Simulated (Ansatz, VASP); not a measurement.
**One calculation of YbC, two programs**

```
Yb C
1.0
     3.03992    0.00000    0.00000
     0.00000    3.03992    0.00000
     0.00000    0.00000    3.03992
Yb C
1 1
Direct
  0.00000 0.00000 0.00000
  0.50000 0.50000 0.50000
```

Alike in both runs: task single point; functional PBE; k mesh 6 × 6 × 6; occupations gaussian, width 0.05 eV; collinear spin.

|  | VASP | Ansatz |
| --- | --- | --- |
| version | VASP 6.6.1 | Ansatz 0.2.0 |
| potentials or method | VASP PAW PBE potentials, release 64 (Yb, C), cutoff 520 eV | scalar-relativistic, plane waves, PAW |
| valence electrons in the cell | 28 | 28 |

Ansatz gave:

| Property | Result |
| --- | --- |
| gap on the k mesh at the Fermi level (eV) | none |
| pressure (GPa) | -0.1 |
| net moment per atom (μB) | 0.04 |
| size of the moment on the site where the two differ most (μB) | 0.08 |

**Question.** Estimate VASP's values.

**Answer.** gap on the k mesh at the Fermi level (eV): none; pressure (GPa): -0.4; net moment per atom (μB): 0.04; size of the moment on the site where the two differ most (μB): 0.08.

Site moments also hang on the region over which each program counts them. A gap of «none» marks a metal or a gap that the smearing closes. Ansatz's warnings: given moment on shells.

Neither program's run includes spin-orbit coupling.
